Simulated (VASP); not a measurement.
Input of a VASP 6.6.1 run:

File INCAR:

```
SYSTEM = Pb
ALGO     = Fast           ! electronic algorithm
EDIFF    = 1E-6           ! SCF threshold, eV
ENCUT    = 520            ! plane-wave cutoff, eV
GGA      = CA             ! functional
ISIF     = 2              ! what is computed and relaxed
ISMEAR   = 0              ! smearing method
LASPH    = .TRUE.         ! aspherical terms in the spheres
LCHARG   = .FALSE.        ! write CHGCAR
LREAL    = .FALSE.        ! projectors in reciprocal space
LWAVE    = .FALSE.        ! write WAVECAR
NBANDS   = 13             ! bands
NELM     = 100            ! most SCF steps
PREC     = Accurate       ! precision mode
SIGMA    = 0.15           ! smearing width, eV
```

KPOINTS

```
k-points
0
G
  18 18 18
  0 0 0
```

File POSCAR:

```
Pb
1.0
   -1.9796595667      1.9796595667      2.0786425450
    1.9796595667     -1.9796595667      2.0786425450
    1.9796595667      1.9796595667     -2.0786425450
Pb
1
Direct
    0.0000000000      0.0000000000      0.0000000000
```

Potentials or basis: VASP PAW LDA potentials, release 64 (Pb_d).

Run with:

```bash
$ cat potpaw_LDA.64/Pb_d/POTCAR > POTCAR
$ mpirun -np 1 vasp_std > vasp.out
```

Problem. What does it give for the pressure?

Solution. -4.6 GPa.

Problem. Predict the band gap on the k mesh.

Solution. Zero (band 7 reaches 13.03 eV, above the bottom of band 8 at 4.39 eV).

Stress tensor (GPa, compression positive):
```
-4.87  0.00  0.00
 0.00 -4.87  0.00
 0.00  0.00 -3.94
```

Caveat: the cell differs from its parent crystal (strain +0.000 along x and y, +0.050 along z); spin-orbit coupling is left out, which moves the levels of the heavy elements.
